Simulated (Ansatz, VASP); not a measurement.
**Si: VASP beside Ansatz**

```
Si
1.0
    -2.33312    2.33312    1.37321
     2.33312   -2.33312    1.37321
     2.33312    2.33312   -1.37321
Si
2
Direct
  0.25000 0.75000 0.50000
  0.50000 0.50000 0.00000
```

Alike in both runs: task single point; functional LDA; k mesh 22 × 22 × 22; occupations gaussian, width 0.15 eV; no spin polarisation.

|  | VASP | Ansatz |
| --- | --- | --- |
| version | VASP 6.6.1 | Ansatz 0.2.0 |
| potentials or method | VASP PAW LDA potentials, release 64 (Si), cutoff 520 eV | scalar-relativistic, plane waves, PAW |
| valence electrons in the cell | 8 | 8 |

|  | VASP | Ansatz | Ansatz less VASP |
| --- | --- | --- | --- |
| gap on the k mesh at the Fermi level (eV) | none | none | - |
| pressure (GPa) | 0.3 | 0.2 | -0.07 |
| traceless stress, the component that is largest in VASP (GPa) | -4.24 | -4.21 | +0.030 |

LDA's correlation is that of Perdew and Zunger in VASP and of Perdew and Wang (1992) in Ansatz. A gap of «none» marks a metal or a gap that the smearing closes.
